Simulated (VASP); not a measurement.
# Ti12H (a cell with a defect) in VASP: single point with PBEsol

Aim: the single point of Ti12H (a cell with a defect) with PBEsol.

Everything below comes from runs of VASP 6.6.1. Logs are shortened: lines on timing, memory, paths and dates and some standing lists are left out, and cuts for length are marked.

### Step 1. The cell of the first run

The cell holds a defect, 13 atoms: a = 5.900 Å, b = 8.850 Å, c = 4.685 Å, α = 90.00°, β = 90.00°, γ = 120.00°.

### Step 2. Single point, PBEsol

File INCAR:

```
ALGO = Normal
EDIFF = 1E-6
ENCUT = 520
GGA = PS
ISIF = 2
ISMEAR = 0
LASPH = True
LCHARG = False
LREAL = False
LWAVE = False
NBANDS = 84
NELM = 100
PREC = Accurate
SIGMA = 0.05
```

File KPOINTS:

```
k-points
0
Gamma
  3 2 4
```

File POSCAR:

```
Ti12H
1.0
    5.9000000000      0.0000000000      0.0000000000
   -4.4250000000      7.6643250000      0.0000000000
    0.0000000000      0.0000000000      4.6846000000
Ti H
12 1
Direct
   -0.0012654199     -0.0020958140     -0.0025521923
    0.1658002661      0.2168554961      0.5030329164
   -0.0136655847      0.3266174125     -0.0018644068
    0.1598853533      0.5569596801      0.5072892029
    0.0028131438      0.6693951522      0.0024446057
    0.1669614021      0.8881772367      0.5020420100
    0.5025987950      0.0011999752     -0.0068074115
    0.6649188545      0.2173424274      0.4977946890
    0.5124499961      0.3273586389     -0.0046042352
    0.6722149405      0.5586592427      0.5046844981
    0.5062022369      0.6753143949      0.0006175554
    0.6671910301      0.8905493961      0.4990968279
    0.3319736838      0.4449233298      0.3744484054
```

Potentials or basis: VASP PAW PBE potentials, release 64 (Ti_sv, H).

On the command line:

```
$ cat potpaw_PBE.64/Ti_sv/POTCAR potpaw_PBE.64/H/POTCAR > POTCAR
$ mpirun -np 1 vasp_std > vasp.out
```

OUTCAR:

```text
EDIFF = 1E-6
   ENCUT = 520
   GGA = PS
   ISIF = 2
   ISMEAR = 0
   LASPH = True
   LREAL = False
   NELM = 100
   PREC = Accurate

 ion  position               nearest neighbor table
   1  0.999  0.998  0.997-   2 2.86   6 2.88  11 2.88  12 2.88  12 2.90   2 2.90   6 2.91   5 2.92

   2  0.166  0.217  0.503-  13 1.85   1 2.86   1 2.90   9 2.91   3 2.91   6 2.91  12 2.92
   3  0.986  0.327  0.998-   9 2.80   8 2.86   8 2.86   7 2.87   4 2.90   2 2.91
   4  0.160  0.557  0.507-  13 1.85   5 2.86  10 2.88   5 2.89   3 2.90   6 2.91  11 2.91
   5  0.003  0.669  0.002-   4 2.86   6 2.88  10 2.88   6 2.88   4 2.89  10 2.90   1 2.92
   6  0.167  0.888  0.502-   7 2.87   1 2.88   5 2.88   5 2.88   4 2.91   1 2.91   2 2.91  10 2.92

   7  0.503  0.001  0.993-   8 2.85   9 2.86  12 2.87   3 2.87   6 2.87   8 2.89  11 2.89  12 2.91

   8  0.665  0.217  0.498-   9 2.84   7 2.85   9 2.86   3 2.86   3 2.86   7 2.89  12 2.90
   9  0.512  0.327  0.995-   3 2.80   8 2.84   7 2.86   8 2.86  10 2.90   2 2.91
  10  0.672  0.559  0.505-  13 1.84   5 2.88   4 2.88   5 2.90   9 2.90  11 2.90   6 2.92
  11  0.506  0.675  0.001-  12 2.86  12 2.87   1 2.88   7 2.89  10 2.90   4 2.91
  12  0.667  0.891  0.499-  11 2.86   7 2.87  11 2.87   1 2.88   1 2.90   8 2.90   7 2.91   2 2.92

  13  0.332  0.445  0.374-  10 1.84   4 1.85   2 1.85

  LATTYP: Found a simple monoclinic cell.
 ALAT       =     5.9000000000
 B/A-ratio  =     0.7940000000
 C/A-ratio  =     1.3228756849
 COS(beta)  =    -0.1889822323

  Lattice vectors:

 A1 = (   5.9000000000,   0.0000000000,   0.0000000000)
 A2 = (   0.0000000000,   0.0000000000,   4.6846000000)
 A3 = (  -1.4750000000,  -7.6643250000,   0.0000000000)

Analysis of symmetry for initial positions (statically):
=====================================================================
 Subroutine PRICEL returns:
 Original cell was already a primitive cell.

 Routine SETGRP: Setting up the symmetry group for a
 simple monoclinic supercell.

 Subroutine GETGRP returns: Found  1 space group operations
 (whereof  1 operations were pure point group operations)
 out of a pool of  4 trial point group operations.

The static configuration has the point symmetry C_1 .

Analysis of symmetry for dynamics (positions and initial velocities):
=====================================================================
 Subroutine PRICEL returns:
 Original cell was already a primitive cell.

 Routine SETGRP: Setting up the symmetry group for a
 simple monoclinic supercell.

 Subroutine GETGRP returns: Found  1 space group operations
 (whereof  1 operations were pure point group operations)
 out of a pool of  4 trial point group operations.

The dynamic configuration has the point symmetry C_1 .

 Subroutine INISYM returns: Found  1 space group operations
 (whereof  1 operations are pure point group operations),
 and found     1 'primitive' translations

----------------------------------------------------------------------------------------

                                     Primitive cell

  volume of cell :     211.8354

  direct lattice vectors                    reciprocal lattice vectors
     5.900000000  0.000000000  0.000000000     0.169491525  0.097855976  0.000000000
    -4.425000000  7.664325000  0.000000000     0.000000000  0.130474634  0.000000000
     0.000000000  0.000000000  4.684600000     0.000000000  0.000000000  0.213465397

  length of vectors
     5.900000000  8.850000153  4.684600000     0.195711955  0.130474634  0.213465397

  position of ions in fractional coordinates (direct lattice)
     0.998734580  0.997904186  0.997447808
     0.165800266  0.216855496  0.503032916
     0.986334415  0.326617412  0.998135593
     0.159885353  0.556959680  0.507289203
     0.002813144  0.669395152  0.002444606
     0.166961402  0.888177237  0.502042010
     0.502598795  0.001199975  0.993192589
     0.664918855  0.217342427  0.497794689
     0.512449996  0.327358639  0.995395765
     0.672214940  0.558659243  0.504684498
     0.506202237  0.675314395  0.000617555
     0.667191030  0.890549396  0.499096828
     0.331973684  0.444923330  0.374448405

  ion indices of the primitive-cell ions
   primitive index   ion index
                 1           1
                 2           2
                 3           3
                 4           4
                 5           5
                 6           6
                 7           7
                 8           8
                 9           9
                10          10
                11          11
                12          12
                13          13

----------------------------------------------------------------------------------------

 KPOINTS: k-points

Automatic generation of k-mesh.
 Grid dimensions read from file:
 generate k-points for:    3    2    4

 Generating k-lattice:

  Cartesian coordinates                     Fractional coordinates (reciprocal lattice)
     0.056497175  0.032618659  0.000000000     0.333333333  0.000000000  0.000000000
     0.000000000  0.065237317  0.000000000     0.000000000  0.500000000  0.000000000
     0.000000000  0.000000000  0.053366349     0.000000000  0.000000000  0.250000000

  Length of vectors
     0.065237318  0.065237317  0.053366349

  Shift w.r.t. Gamma in fractional coordinates (k-lattice)
     0.000000000  0.000000000  0.000000000

 -----------------------------------------------------------------------------
|                                                                             |
|           W    W    AA    RRRRR   N    N  II  N    N   GGGG   !!!           |
|           W    W   A  A   R    R  NN   N  II  NN   N  G    G  !!!           |
|           W    W  A    A  R    R  N N  N  II  N N  N  G       !!!           |
|           W WW W  AAAAAA  RRRRR   N  N N  II  N  N N  G  GGG   !            |
|           WW  WW  A    A  R   R   N   NN  II  N   NN  G    G                |
|           W    W  A    A  R    R  N    N  II  N    N   GGGG   !!!           |
|                                                                             |
|     Your reciprocal lattice and k-lattice belong to different lattice       |
|     classes:                                                                |
|                                                                             |
|        The reciprocal lattice is simple monoclinic,                         |
|        whereas your k-lattice is hexagonal.                                 |
|                                                                             |
|     Results are often still useful ...                                      |
|                                                                             |
 -----------------------------------------------------------------------------

 Subroutine IBZKPT returns following result:
 ===========================================

 Found     14 irreducible k-points:

 Following reciprocal coordinates:
            Coordinates               Weight
  0.000000  0.000000  0.000000      1.000000
  0.333333 -0.000000  0.000000      2.000000
  0.000000  0.500000  0.000000      1.000000
  0.333333  0.500000  0.000000      2.000000
  0.000000  0.000000  0.250000      2.000000
  0.333333 -0.000000  0.250000      2.000000
 -0.333333  0.000000  0.250000      2.000000
  0.000000  0.500000  0.250000      2.000000
  0.333333  0.500000  0.250000      2.000000
 -0.333333  0.500000  0.250000      2.000000
  0.000000  0.000000  0.500000      1.000000
  0.333333 -0.000000  0.500000      2.000000
  0.000000  0.500000  0.500000      1.000000
  0.333333  0.500000  0.500000      2.000000
   k-points           NKPTS =     14   k-points in BZ     NKDIM =     14   number of bands    NBANDS=     84
   number of dos      NEDOS =    301   number of ions     NIONS =     13
   total plane-waves  NPLWV = 120960
   dimension x,y,z NGX =    48 NGY =   70 NGZ =   36
   dimension x,y,z NGXF=    96 NGYF=  140 NGZF=   72
   ions per type =              12   1
   NGX,Y,Z   is equivalent  to a cutoff of  13.53, 13.15, 12.78 a.u.
   NGXF,Y,Z  is equivalent  to a cutoff of  27.05, 26.30, 25.55 a.u.
 SYSTEM =  unknown system
   PREC   = accura    normal or accurate (medium, high low for compatibility)
   ISTART =      0    job   : 0-new  1-cont  2-samecut
   ICHARG =      2    charge: 1-file 2-atom 10-const
   ISPIN  =      1    spin polarized calculation?
   LNONCOLLINEAR =      F non collinear calculations
   LSORBIT =      F    spin-orbit coupling
   LASPH  =      T    aspherical Exc in radial PAW
   ENCUT  =  520.0 eV  38.22 Ry    6.18 a.u.  10.97 16.46  8.71*2*pi/ulx,y,z
   NELM   =    100;   NELMIN=  2; NELMDL= -5     # of ELM steps
   EDIFF  = 0.1E-05   stopping-criterion for ELM
   LREAL  =      F    real-space projection
   EDIFFG = 0.1E-04   stopping-criterion for IOM
   NSW    =      0    number of steps for IOM
   IBRION =     -1    ionic relax: 0-MD 1-quasi-New 2-CG
   NFREE  =      0    steps in history (QN), initial steepest desc. (CG)
   ISIF   =      2    stress and relaxation
   ISYM   =      2    0-nonsym 1-usesym 2-fastsym
   POTIM  = 0.5000    time-step for ionic-motion
   TEBEG  =    0.0;   TEEND  =   0.0 temperature during run
   PSTRESS=    0.0 pullay stress
   NELECT =     145.0000    total number of electrons
   NUPDOWN=      -1.0000    fix difference up-down
   EMIN   =  10.00;   EMAX   =-10.00  energy-range for DOS
   EFERMI =   0.00;   METHOD = LEGACY
   ISMEAR =     0;   SIGMA  =   0.05  broadening in eV -4-tet -1-fermi 0-gaus
   EFERMI_NEDOS =   21; number of points for ismear=-14 and -15
   IALGO  =     38    algorithm
   IMIX   =      4    mixing-type and parameters
     AMIX     =   0.40;   BMIX     =  1.00
     AMIX_MAG =   1.60;   BMIX_MAG =  1.00
  volume/ion in A,a.u.               =      16.30       109.96
  Fermi-wavevector in a.u.,A,eV,Ry     =   1.442773  2.726446 28.321806  2.081594
  Thomas-Fermi vector in A             =   2.561256
   LORBIT       =      0    0 simple, 1 ext, 2 COOP (PROOUT), +10 PAW based schemes
   GGA     = PS    functional components
   LHFCALC =     F    Hartree Fock is set to
   AEXX    =    0.0000 exact exchange contribution
   IVDW    =     0    specifies the selected vdW correction
   LEPSILON=     F    determine dielectric tensor
   LRPA    =     F    only Hartree local field effects (RPA)
 non-spin polarized calculation
 Gauss-broadening in eV      SIGMA  =   0.05
  energy-cutoff  :      520.00
  volume of cell :      211.84
 maximum number of plane-waves:      5706
 NGX is ok and might be reduce to    48
   NGX = 21   NGY = 33   NGZ = 17

 number of electron     145.0000003 magnetization

 Free energy of the ion-electron system (eV)
  ---------------------------------------------------
  ext. energy  EPLUGINS =         0.00000000
  ---------------------------------------------------
  free energy    TOTEN  =      -103.37290037 eV

  energy without entropy =     -103.35745705  energy(sigma->0) =     -103.36517871

 E-fermi :   8.1312     XC(G=0): -11.6074

 val. band max:        8.1237461279   @ k =  -0.3333   0.0000   0.2500
 cond. band min:       8.1444448666   @ k =   0.0000   0.0000   0.5000
 fundamental gap:      0.0206987386
 Fermi energy:         8.1311873039

 k-point     1 :       0.0000    0.0000    0.0000
  band No.  band energies     occupation
      1     -48.5303      2.00000
      2     -48.4837      2.00000
      3     -48.4368      2.00000
      4     -48.4313      2.00000
      5     -48.4059      2.00000
      6     -48.3912      2.00000
[... 1207 lines left out ...]
     83       8.5988      0.00000
     84       8.6455      0.00000

------------------------ aborting loop because EDIFF is reached ----------------------------------------

  FORCE on cell =-STRESS in cart. coord.  units (eV):
  Direction    XX          YY          ZZ          XY          YZ          ZX
  --------------------------------------------------------------------------------------
  -------------------------------------------------------------------------------------
  Total       -6.3134349     -5.9147798     -5.9287627     -0.1737167      0.1156863     -0.1821950
  in kB      -47.7504918    -44.7353380    -44.8410952     -1.3138742      0.8749717     -1.3779980
  external PRESSURE =     -45.7756417 kB  Pullay stress =       0.0000000 kB

 VOLUME and BASIS-vectors are now :
 -----------------------------------------------------------------------------
  energy-cutoff  :      520.00
  volume of cell :      211.84
      direct lattice vectors                 reciprocal lattice vectors
     5.900000000  0.000000000  0.000000000     0.169491525  0.097855976  0.000000000
    -4.425000000  7.664325000  0.000000000     0.000000000  0.130474634  0.000000000
     0.000000000  0.000000000  4.684600000     0.000000000  0.000000000  0.213465397

 POSITION                                       TOTAL-FORCE (eV/Angst)
 -----------------------------------------------------------------------------------
      1.47681      7.64826      4.67264         0.002982      0.001735      0.033437
      0.01864      1.66205      2.35651        -0.001682      0.007939      0.072974
      4.37409      2.50330      4.67587        -0.002632     -0.002149      0.003129
     -1.52122      4.26872      2.37645         0.002945      0.000533      0.093506
     -2.94548      5.13046      0.01145        -0.000774      0.003672      0.067259
     -2.94511      6.80728      2.35187        -0.001336      0.001295      0.068576
      2.96002      0.00920      4.65271         0.002425      0.000087      0.018514
      2.96128      1.66578      2.33197         0.004507     -0.003147      0.037919
      1.57489      2.50898      4.66303        -0.007337      0.007150      0.033785
      1.49400      4.28175      2.36424         0.032301      0.012712      0.116984
     -0.00167      5.17583      0.00289         0.000397     -0.021685      0.047676
     -0.00425      6.82546      2.33807        -0.002050     -0.003603      0.053286
     -0.01014      3.41004      1.75414        -0.029747     -0.004539     -0.647045
 -----------------------------------------------------------------------------------
    total drift:                               -0.000029      0.000357      0.000169

  FREE ENERGIE OF THE ION-ELECTRON SYSTEM (eV)
  ---------------------------------------------------
  free  energy   TOTEN  =      -103.3729003670 eV

  energy  without entropy=     -103.3574570486  energy(sigma->0) =     -103.36517871
```

It took 12 min on 1 thread of Oxide Virtual Turin-like, shared host; peak memory 0.39 GiB.

What came out:

* Free energy: -103.3729 eV
* Pressure: -4.6 GPa
* Largest force: 0.648 eV/Å
* Band gap on the k mesh: zero (an odd number of electrons rules out a gap without spin polarisation)

Forces on the atoms (eV/Å):
```
Ti   0.003  0.002  0.033
Ti  -0.002  0.008  0.073
Ti  -0.003 -0.002  0.003
Ti   0.003  0.001  0.094
Ti  -0.001  0.004  0.067
Ti  -0.001  0.001  0.069
Ti   0.002  0.000  0.019
Ti   0.005 -0.003  0.038
Ti  -0.007  0.007  0.034
Ti   0.032  0.013  0.117
Ti   0.000 -0.022  0.048
Ti  -0.002 -0.004  0.053
H   -0.030 -0.005 -0.647
```

Stress tensor (GPa, compression positive):
```
-4.78 -0.13 -0.14
-0.13 -4.47  0.09
-0.14  0.09 -4.48
```

Levels at points of the mesh, in eV from the Fermi level:
| k point | band 68 | band 69 | band 70 | band 71 | band 72 | band 73 | band 74 | band 75 | band 76 | band 77 |
| --- | --- | --- | --- | --- | --- | --- | --- | --- | --- | --- |
| (0.00, 0.00, 0.00) | -0.82 | -0.67 | -0.57 | 0.08 | 0.30 | 0.39 | 0.45 | 0.54 | 0.56 | 0.58 |
| (0.00, 0.50, 0.00) | -0.68 | -0.37 | -0.34 | -0.15 | -0.03 | 0.09 | 0.32 | 0.40 | 0.44 | 0.51 |
| (0.00, 0.00, 0.50) | -0.63 | -0.59 | -0.57 | -0.36 | -0.03 | 0.01 | 0.11 | 0.13 | 0.14 | 0.28 |
| (0.00, 0.50, 0.50) | -0.61 | -0.43 | -0.38 | -0.35 | -0.29 | -0.16 | 0.05 | 0.10 | 0.13 | 0.37 |

Caveat: the k points lie up to 0.41 Å⁻¹ apart, too coarse for converged energies and pressures of a metal; the PAW data sets were made with another functional, which shifts forces and pressure a little.

The gap in the log of VASP goes by the Fermi energy; the results here count the filled bands.